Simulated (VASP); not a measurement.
Write the native input for VASP 6.6.1 that does the following.

* Task: single point
* Functional: r2SCAN
* Potentials or basis: VASP PAW PBE potentials, release 64 (Si, Ge_d)
* Cutoff: 520 eV
* k mesh: 6 × 6 × 6
* Occupations: gaussian, width 0.01 eV
* Spin: no spin polarisation
* Dipole correction: no
* Further INCAR settings: ALGO = Normal; EDIFF = 1e-07; NBANDS = 21

The system is Si3Ge.

```xyz
4
Lattice="3.8881 0.0000 0.0000 0.0000 3.8881 0.0000 0.0000 0.0000 5.4837" Properties=species:S:1:pos:R:3 pbc="T T T"
Si    1.9440    0.0000    4.1395
Si    1.9440    1.9440    0.0000
Si    0.0000    1.9440    1.3442
Ge    0.0000    0.0000    2.7418
```

These files were run (other wordings do the same):

POSCAR

```
Si3Ge
1.0
    3.8880966146      0.0000000000      0.0000000000
    0.0000000000      3.8880966146      0.0000000000
    0.0000000000      0.0000000000      5.4836776114
Si Ge
3 1
Direct
    0.5000000000      0.0000000000      0.7548774919
    0.5000000000      0.5000000000      0.0000000000
    0.0000000000      0.5000000000      0.2451225081
    0.0000000000      0.0000000000      0.5000000000
```

INCAR.step1

```
SYSTEM = Si3Ge
ALGO = Normal
EDIFF = 1E-4
ENCUT = 520
GGA = PE
ISMEAR = 0
LASPH = .TRUE.
LCHARG = .FALSE.
LREAL = .FALSE.
LWAVE = .TRUE.
NBANDS = 21
NELM = 100
PREC = Accurate
SIGMA = 0.01
```

INCAR.step2

```
SYSTEM = Si3Ge
ALGO = Normal
EDIFF = 1E-7
ENCUT = 520
ISIF = 2
ISMEAR = 0
ISTART = 1
LASPH = .TRUE.
LCHARG = .FALSE.
LMIXTAU = .TRUE.
LREAL = .FALSE.
LWAVE = .FALSE.
METAGGA = R2SCAN
NBANDS = 21
NELM = 100
PREC = Accurate
SIGMA = 0.01
```

KPOINTS

```
k-points
0
G
  6 6 6
  0 0 0
```

Potentials or basis: VASP PAW PBE potentials, release 64 (Si, Ge_d).

The run is started by

```bash
$ cat potpaw_PBE.64/Si/POTCAR potpaw_PBE.64/Ge_d/POTCAR > POTCAR
$ cp INCAR.step1 INCAR
$ mpirun -np 1 vasp_std > vasp.out
$ cp INCAR.step2 INCAR
$ mpirun -np 1 vasp_std > vasp.out
```

Results of the run:

The pressure is -0.1 GPa. The largest force is 0.020 eV/Å and the band gap on the k mesh is 0.58 eV, indirect (least direct gap 0.85 eV).

Caveat: the PAW data sets were made with another functional, which shifts forces and pressure a little.

Wall time 2.4 min on 1 thread of AMD EPYC 9R45 96-Core Processor (Zen 5) (shared host), peak memory 0.2 GiB.
